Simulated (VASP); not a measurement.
Here is a VASP 6.6.1 calculation.

File INCAR:

```
ALGO = Normal ; EDIFF = 1E-6
ENCUT = 520 ; GGA = RP
ISIF = 2 ; ISMEAR = -1
LASPH = True ; LCHARG = False
LREAL = False ; LWAVE = False
NBANDS = 19 ; NELM = 100
PREC = Accurate ; SIGMA = 0.1
```

File KPOINTS:

```
k-points
0
Gamma
  11 11 14
```

Contents of POSCAR:

```
Fe
1.0
    3.7799861168      0.0000000000      0.0000000000
   -1.8899930584      3.2735640031      0.0000000000
    0.0000000000      0.0000000000      2.3759858885
Fe
3
Direct
    0.0000000000      0.0000000000      0.0000000000
    0.3333333333      0.6666666667      0.5000000000
    0.6666666667      0.3333333333      0.5000000000
```

Potentials or basis: VASP PAW PBE potentials, release 64 (Fe).

Run with:

```console
$ cat potpaw_PBE.64/Fe/POTCAR > POTCAR
$ mpirun -np 1 vasp_std > vasp.out
```

Question: Estimate the band gap on the k mesh.

Answer: Zero (band 12 reaches 8.40 eV, above the bottom of band 13 at 6.78 eV).

Question: Predict the pressure.

Answer: 24.8 GPa.

Stress tensor (GPa, compression positive):
```
25.66  0.00  0.00
 0.00 25.66  0.00
 0.00  0.00 23.04
```

Caveat: the PAW data sets were made with another functional, which shifts forces and pressure a little; the run has no spin polarisation, though such a crystal can be magnetic. Spin polarisation is off, so any magnetic state and its effect on volume and gap are missing.
